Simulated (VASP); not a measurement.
Wanted: the native input for a VASP 6.6.1 run.

```yaml
Task: single point
Functional: revPBE
Potentials_or_basis: VASP PAW PBE potentials, release 64 (Se)
Cutoff: 500 eV
k_mesh: 10 × 10 × 10
Occupations: gaussian, width 0.1 eV
Spin: no spin polarisation
Hubbard_terms: Se p U = 3.1 eV
Dipole_correction: no
Further_INCAR_settings: ALGO = Normal; EDIFF = 1e-06; NBANDS = 9
```

The structure of Se lies in POSCAR:

```
Se
1.0
   -1.7034486149      1.7034486149      1.7034486149
    1.7034486149     -1.7034486149      1.7034486149
    1.7034486149      1.7034486149     -1.7034486149
Se
1
Direct
    0.0000000000      0.0000000000      0.0000000000
```

This isn't the form of Se at room conditions, which is trigonal, of chains.

One way to write it, as run:

INCAR

```
SYSTEM = Se
PREC = Accurate
ENCUT = 500
EDIFF = 1E-6
ISMEAR = 0
SIGMA = 0.1
LREAL = .FALSE.
LASPH = .TRUE.
NELM = 200
ALGO = Normal
ISIF = 2
LWAVE = .FALSE.
LCHARG = .FALSE.
LDAU = .TRUE.
LDAUTYPE = 2
LDAUL = 1
LDAUU = 3.1
LDAUJ = 0
LDAUPRINT = 1
GGA = RE
NBANDS = 9
GGA_COMPAT = .FALSE.
```

KPOINTS

```
Automatic mesh
0
G
  10 10 10
  0 0 0
```

Potentials or basis: VASP PAW PBE potentials, release 64 (Se).

Command:

```bash
$ cat potpaw_PBE.64/Se/POTCAR > POTCAR
$ mpirun -np 1 vasp_std > vasp.out
```

Results of the run:

```json
{
 "Pressure": "4.4 GPa",
 "Band gap on the k mesh": "zero (bands 3 and 4 overlap by 6.54 eV)"
}
```

Caveat: the cell stands under pressure; the PAW data sets were made with another functional, which shifts forces and pressure a little; U without spin polarisation on a metal has little footing.

Wall time 6.1 s on 1 thread of Intel(R) Xeon(R) Platinum 8375C CPU @ 2.90GHz (Ice Lake), on a shared host, peak memory 0.13 GiB.
